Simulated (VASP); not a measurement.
# BaTe in VASP: notebook

Runs on BaTe. Level: PBE. Tasks: single point.

Everything below comes from runs of VASP 6.6.1. Logs are shortened: lines on timing, memory, paths and dates and some standing lists are left out, and cuts for length are marked.

## Step 1: The cell of the first run

Symmetry: I4/mmm, No. 139, tetragonal system. The conventional cell has a = 5.051 Å, b = 5.051 Å, c = 7.065 Å, α = 90.00°, β = 90.00°, γ = 90.00°. Ba (site symmetry 4/mmm) has 6 Te at 3.53 to 3.57 Å within 4.6 Å. Within 4.6 Å of Te (site symmetry 4/mmm) lie 6 Ba at 3.53 to 3.57 Å.

## Step 2: Single point, PBE (biaxial xy strain +1.1%)

INCAR reads:

```
SYSTEM = BaTe
  PREC = Accurate
  ENCUT = 520
  EDIFF = 1E-7
  ISMEAR = -1
  SIGMA = 0.02
  LREAL = .False.
  LASPH = .True.
  NELM = 80
  ALGO = Normal
  ISIF = 2
  LWAVE = .False.
  LCHARG = .False.
  GGA = PE
  NBANDS = 15
```

KPOINTS reads:

```
regular mesh
0
Gamma
  6 6 6
  0 0 0
```

POSCAR reads:

```
BaTe
1.0
    0.0000000000      3.5719495752      3.5323868426
    3.5719495752      0.0000000000      3.5323868426
    3.5719495752      3.5719495752      0.0000000000
Ba Te
1 1
Direct
    0.0000000000      0.0000000000      0.0000000000
    0.5000000000      0.5000000000      0.5000000000
```

Potentials or basis: VASP PAW PBE potentials, release 64 (Ba_sv, Te).

The run is started by

```sh
> cat potpaw_PBE.64/Ba_sv/POTCAR potpaw_PBE.64/Te/POTCAR > POTCAR
> mpirun -np 1 vasp_std > vasp.out
```

OUTCAR:

```text
SYSTEM = BaTe
   PREC = Accurate
   ENCUT = 520
   EDIFF = 1E-7
   ISMEAR = -1
   LREAL = .False.
   LASPH = .True.
   NELM = 80
   ISIF = 2
   GGA = PE

 ion  position               nearest neighbor table
   1  0.000  0.000  0.000-   2 3.53   2 3.53   2 3.57   2 3.57   2 3.57   2 3.57
   2  0.500  0.500  0.500-   1 3.53   1 3.53   1 3.57   1 3.57   1 3.57   1 3.57

  LATTYP: Found a body centered tetragonal cell.
 ALAT       =     5.0514995334
 C/A-ratio  =     1.3985498046

  Lattice vectors:

 A1 = (   0.0000000000,  -3.5719495752,  -3.5323868426)
 A2 = (   0.0000000000,   3.5719495752,  -3.5323868426)
 A3 = (   3.5719495752,   0.0000000000,   3.5323868426)

Analysis of symmetry for initial positions (statically):
=====================================================================
 Subroutine PRICEL returns:
 Original cell was already a primitive cell.

 Routine SETGRP: Setting up the symmetry group for a
 body centered tetragonal supercell.

 Subroutine GETGRP returns: Found 16 space group operations
 (whereof 16 operations were pure point group operations)
 out of a pool of 16 trial point group operations.

The static configuration has the point symmetry D_4h.

Analysis of symmetry for dynamics (positions and initial velocities):
=====================================================================
 Subroutine PRICEL returns:
 Original cell was already a primitive cell.

 Routine SETGRP: Setting up the symmetry group for a
 body centered tetragonal supercell.

 Subroutine GETGRP returns: Found 16 space group operations
 (whereof 16 operations were pure point group operations)
 out of a pool of 16 trial point group operations.

The dynamic configuration has the point symmetry D_4h.

 Subroutine INISYM returns: Found 16 space group operations
 (whereof 16 operations are pure point group operations),
 and found     1 'primitive' translations

----------------------------------------------------------------------------------------

                                     Primitive cell

  volume of cell :      90.1382

  direct lattice vectors                    reciprocal lattice vectors
     0.000000000  3.571949575  3.532386843    -0.139979580  0.139979580  0.141547351
     3.571949575  0.000000000  3.532386843     0.139979580 -0.139979580  0.141547351
     3.571949575  3.571949575  0.000000000     0.139979580  0.139979580 -0.141547351

  length of vectors
     5.023602350  5.023602350  5.051499533     0.243360264  0.243360264  0.243360264

  position of ions in fractional coordinates (direct lattice)
     0.000000000  0.000000000  0.000000000
     0.500000000  0.500000000  0.500000000

  ion indices of the primitive-cell ions
   primitive index   ion index
                 1           1
                 2           2

----------------------------------------------------------------------------------------

 KPOINTS: regular mesh

Automatic generation of k-mesh.
 Grid dimensions read from file:
 generate k-points for:    6    6    6

 Generating k-lattice:

  Cartesian coordinates                     Fractional coordinates (reciprocal lattice)
    -0.023329930  0.023329930  0.023591225     0.166666667  0.000000000  0.000000000
     0.023329930 -0.023329930  0.023591225     0.000000000  0.166666667  0.000000000
     0.023329930  0.023329930 -0.023591225    -0.000000000 -0.000000000  0.166666667

  Length of vectors
     0.040560044  0.040560044  0.040560044

  Shift w.r.t. Gamma in fractional coordinates (k-lattice)
     0.000000000  0.000000000  0.000000000

 Subroutine IBZKPT returns following result:
 ===========================================

 Found     30 irreducible k-points:

 Following reciprocal coordinates:
            Coordinates               Weight
  0.000000  0.000000  0.000000      1.000000
  0.166667  0.000000  0.000000      8.000000
  0.333333 -0.000000  0.000000      8.000000
  0.500000  0.000000  0.000000      4.000000
  0.166667  0.166667  0.000000      2.000000
  0.333333  0.166667  0.000000      8.000000
[... 16 lines left out ...]
  0.333333  0.000000  0.333333      4.000000
  0.500000 -0.000000  0.333333     16.000000
 [... further k-points ...]
   k-points           NKPTS =     30   k-points in BZ     NKDIM =     30   number of bands    NBANDS=     15
   number of dos      NEDOS =    301   number of ions     NIONS =      2
   total plane-waves  NPLWV =  64000
   dimension x,y,z NGX =    40 NGY =   40 NGZ =   40
   dimension x,y,z NGXF=    80 NGYF=   80 NGZF=   80
   ions per type =               1   1
   NGX,Y,Z   is equivalent  to a cutoff of  13.24, 13.24, 13.16 a.u.
   NGXF,Y,Z  is equivalent  to a cutoff of  26.47, 26.47, 26.33 a.u.
 SYSTEM =  BaTe
   PREC   = accura    normal or accurate (medium, high low for compatibility)
   ISTART =      0    job   : 0-new  1-cont  2-samecut
   ICHARG =      2    charge: 1-file 2-atom 10-const
   ISPIN  =      1    spin polarized calculation?
   LNONCOLLINEAR =      F non collinear calculations
   LSORBIT =      F    spin-orbit coupling
   LASPH  =      T    aspherical Exc in radial PAW
   ENCUT  =  520.0 eV  38.22 Ry    6.18 a.u.   9.34  9.34  9.39*2*pi/ulx,y,z
   NELM   =     80;   NELMIN=  2; NELMDL= -5     # of ELM steps
   EDIFF  = 0.1E-06   stopping-criterion for ELM
   LREAL  =      F    real-space projection
   EDIFFG = 0.1E-05   stopping-criterion for IOM
   NSW    =      0    number of steps for IOM
   IBRION =     -1    ionic relax: 0-MD 1-quasi-New 2-CG
   NFREE  =      0    steps in history (QN), initial steepest desc. (CG)
   ISIF   =      2    stress and relaxation
   ISYM   =      2    0-nonsym 1-usesym 2-fastsym
   POTIM  = 0.5000    time-step for ionic-motion
   TEBEG  =    0.0;   TEEND  =   0.0 temperature during run
   PSTRESS=    0.0 pullay stress
   NELECT =      16.0000    total number of electrons
   NUPDOWN=      -1.0000    fix difference up-down
   EMIN   =  10.00;   EMAX   =-10.00  energy-range for DOS
   EFERMI =   0.00;   METHOD = LEGACY
   ISMEAR =    -1;   SIGMA  =   0.02  broadening in eV -4-tet -1-fermi 0-gaus
   EFERMI_NEDOS =   21; number of points for ismear=-14 and -15
   IALGO  =     38    algorithm
   IMIX   =      4    mixing-type and parameters
     AMIX     =   0.40;   BMIX     =  1.00
     AMIX_MAG =   1.60;   BMIX_MAG =  1.00
  volume/ion in A,a.u.               =      45.07       304.14
  Fermi-wavevector in a.u.,A,eV,Ry     =   0.920051  1.738644 11.517246  0.846494
  Thomas-Fermi vector in A             =   2.045313
   LORBIT       =      0    0 simple, 1 ext, 2 COOP (PROOUT), +10 PAW based schemes
   GGA     = PE    functional components
   LHFCALC =     F    Hartree Fock is set to
   AEXX    =    0.0000 exact exchange contribution
   IVDW    =     0    specifies the selected vdW correction
   LEPSILON=     F    determine dielectric tensor
   LRPA    =     F    only Hartree local field effects (RPA)
 non-spin polarized calculation
  energy-cutoff  :      520.00
  volume of cell :       90.14
 maximum number of plane-waves:      2442
 NGX is ok and might be reduce to    40
   NGX = 19   NGY = 19   NGZ = 19

 number of electron      16.0000000 magnetization

 Free energy of the ion-electron system (eV)
  ---------------------------------------------------
  ext. energy  EPLUGINS =         0.00000000
  ---------------------------------------------------
  free energy    TOTEN  =        -8.62675683 eV

  energy without entropy =       -8.62675683  energy(sigma->0) =       -8.62675683

 E-fermi :   2.4125     XC(G=0):  -8.0476

 val. band max:        1.9874624048   @ k =   0.0000   0.0000   0.0000
 cond. band min:       3.5929939512   @ k =   0.5000   0.5000   0.0000
 fundamental gap:      1.6055315464
 Fermi energy:         2.4125335934

 k-point     1 :       0.0000    0.0000    0.0000
  band No.  band energies     occupation
      1     -25.1823      2.00000
      2     -10.3215      2.00000
      3     -10.3215      2.00000
      4     -10.3211      2.00000
      5      -7.4626      2.00000
      6       1.9641      2.00000
      7       1.9641      2.00000
      8       1.9875      2.00000
      9       4.6873      0.00000
     10       4.9012      0.00000
     11       4.9012      0.00000
     12       4.9671      0.00000
     13       5.4664      0.00000
     14       5.5169      0.00000
     15       8.9503      0.00000

 k-point     2 :       0.1667    0.0000    0.0000
  band No.  band energies     occupation
      1     -25.1798      2.00000
      2     -10.4127      2.00000
      3     -10.3247      2.00000
      4     -10.3233      2.00000
      5      -7.3067      2.00000
      6       1.2139      2.00000
      7       1.6261      2.00000
      8       1.6348      2.00000
      9       4.9328      0.00000
     10       5.2236      0.00000
     11       5.2570      0.00000
     12       5.7532      0.00000
     13       6.1589      0.00000
     14       6.2298      0.00000
     15       9.7140      0.00000

 k-point     3 :       0.3333   -0.0000    0.0000
  band No.  band energies     occupation
      1     -25.1749      2.00000
      2     -10.5753      2.00000
      3     -10.3310      2.00000
      4     -10.3274      2.00000
      5      -7.0053      2.00000
      6       0.2478      2.00000
      7       1.1352      2.00000
      8       1.1362      2.00000
      9       5.3471      0.00000
     10       6.0448      0.00000
     11       6.0531      0.00000
     12       7.0900      0.00000
     13       7.6753      0.00000
     14       7.7679      0.00000
     15       9.7733      0.00000
[... 343 lines left out ...]
 k-point    23 :       0.3333    0.0000    0.3333
  band No.  band energies     occupation
      1     -25.1725      2.00000
      2     -10.4833      2.00000
      3     -10.3729      2.00000
      4     -10.3692      2.00000
      5      -7.2033      2.00000
      6       0.5360      2.00000
      7       1.6179      2.00000
      8       1.6334      2.00000
      9       3.8350      0.00000
     10       5.9592      0.00000
     11       6.0955      0.00000
     12       7.1043      0.00000
     13       7.1170      0.00000
     14       8.6336      0.00000
     15       9.7583      0.00000

 k-point    24 :       0.5000   -0.0000    0.3333
  band No.  band energies     occupation
      1     -25.1701      2.00000
      2     -10.4991      2.00000
      3     -10.4092      2.00000
      4     -10.3735      2.00000
      5      -7.1657      2.00000
      6       0.7047      2.00000
      7       1.1909      2.00000
      8       1.4116      2.00000
      9       4.1458      0.00000
     10       6.7404      0.00000
     11       6.9095      0.00000
     12       7.1657      0.00000
     13       7.2994      0.00000
     14       7.5741      0.00000
     15       9.4309      0.00000

 [... further k-points ...]

------------------------ aborting loop because EDIFF is reached ----------------------------------------

  FORCE on cell =-STRESS in cart. coord.  units (eV):
  Direction    XX          YY          ZZ          XY          YZ          ZX
  --------------------------------------------------------------------------------------
  -------------------------------------------------------------------------------------
  Total       -0.2948677     -0.2948677      0.0518968      0.0000000     -0.0000000      0.0000000
  in kB       -5.2411773     -5.2411773      0.9224487      0.0000000     -0.0000000      0.0000000
  external PRESSURE =      -3.1866353 kB  Pullay stress =       0.0000000 kB

 VOLUME and BASIS-vectors are now :
 -----------------------------------------------------------------------------
  energy-cutoff  :      520.00
  volume of cell :       90.14
      direct lattice vectors                 reciprocal lattice vectors
     0.000000000  3.571949575  3.532386843    -0.139979580  0.139979580  0.141547351
     3.571949575  0.000000000  3.532386843     0.139979580 -0.139979580  0.141547351
     3.571949575  3.571949575  0.000000000     0.139979580  0.139979580 -0.141547351

 POSITION                                       TOTAL-FORCE (eV/Angst)
 -----------------------------------------------------------------------------------
      0.00000      0.00000      0.00000         0.000000      0.000000      0.000000
      3.57195      3.57195      3.53239        -0.000000      0.000000      0.000000
 -----------------------------------------------------------------------------------
    total drift:                                0.000000     -0.000000     -0.000000

  FREE ENERGIE OF THE ION-ELECTRON SYSTEM (eV)
  ---------------------------------------------------
  free  energy   TOTEN  =        -8.6267568312 eV

  energy  without entropy=       -8.6267568312  energy(sigma->0) =       -8.62675683
```

Run time: 45 s. Hardware: 1 thread of Intel Xeon 6975P-C, shared host; peak memory 0.26 GiB.

Results:

| Quantity | Value |
| --- | --- |
| Free energy | -8.6268 eV |
| Pressure | -0.3 GPa |
| Band gap on the k mesh | 1.61 eV, indirect (least direct gap 1.99 eV) |

Levels at points of the mesh, in eV from the valence-band top:
```tsv
k point	band 5	band 6	band 7	band 8	band 9	band 10	band 11	band 12
(0.00, 0.00, 0.00)	-9.45	-0.02	-0.02	0.00	2.70	2.91	2.91	2.98
(0.50, 0.00, 0.00)	-8.84	-2.12	-1.05	-1.05	4.11	4.62	4.75	4.78
(0.50, 0.50, 0.00)	-9.26	-1.10	-0.41	-0.41	1.61	4.34	4.41	5.37
(0.50, 0.00, 0.50)	-9.26	-1.14	-0.39	-0.38	1.61	4.30	4.44	5.34
```

Caveat: the cell differs from its parent crystal (biaxial xy strain +1.1%); spin-orbit coupling is left out, which moves the levels of the heavy elements. A k mesh can miss the band edges.

## Step 3: Single point, PBE (epitaxial 111 strain -1.3%)

INCAR reads:

```
SYSTEM = BaTe
PREC     = Accurate       ! precision mode
ENCUT    = 520            ! plane-wave cutoff, eV
EDIFF    = 1E-6           ! SCF threshold, eV
ISMEAR   = -1             ! smearing method
SIGMA    = 0.02           ! smearing width, eV
LREAL    = .False.        ! projectors in reciprocal space
LASPH    = .True.         ! aspherical terms in the spheres
NELM     = 100            ! most SCF steps
ALGO     = Normal         ! electronic algorithm
ISIF     = 2              ! what is computed and relaxed
LWAVE    = .False.        ! write WAVECAR
LCHARG   = .False.        ! write CHGCAR
GGA      = PE             ! functional
NBANDS   = 15             ! bands
```

KPOINTS is that of step 2.

POSCAR reads:

```
BaTe
1.0
    0.0607484546      3.5458013135      3.5458013135
    3.5458013135      0.0607484546      3.5458013135
    3.5458013135      3.5458013135      0.0607484546
Ba Te
1 1
Direct
    0.0000000000      0.0000000000      0.0000000000
    0.5000000000      0.5000000000      0.5000000000
```

Potentials or basis: VASP PAW PBE potentials, release 64 (Ba_sv, Te).

The run is started by

```sh
> cat potpaw_PBE.64/Ba_sv/POTCAR potpaw_PBE.64/Te/POTCAR > POTCAR
> mpirun -np 1 vasp_std > vasp.out
```

It took 47 s on 1 thread of Intel Xeon 6975P-C, shared host; peak memory 0.25 GiB.

The run converged. Its results:

```
Free energy            : -8.6213 eV
Pressure               : 0.7 GPa
Band gap on the k mesh : 1.52 eV, indirect (least direct gap 1.89 eV)
```

Stress tensor (GPa, compression positive):
```
 0.74 -0.20 -0.20
-0.20  0.74 -0.20
-0.20 -0.20  0.74
```

Levels at points of the mesh, in eV from the valence-band top:
```tsv
k point	band 6	band 7	band 8	band 9	band 10	band 11
(0.00, 0.00, 0.00)	-0.09	0.00	0.00	2.71	2.91	2.96
(0.50, 0.00, 0.00)	-2.23	-1.20	-1.11	4.13	4.59	4.88
(0.50, 0.50, 0.00)	-1.16	-0.45	-0.38	1.52	4.37	4.55
(0.50, 0.50, 0.50)	-2.25	-1.06	-1.06	4.18	4.64	4.77
```

Caveat: the cell differs from its parent crystal (epitaxial 111 strain -1.3%); spin-orbit coupling is left out, which moves the levels of the heavy elements.
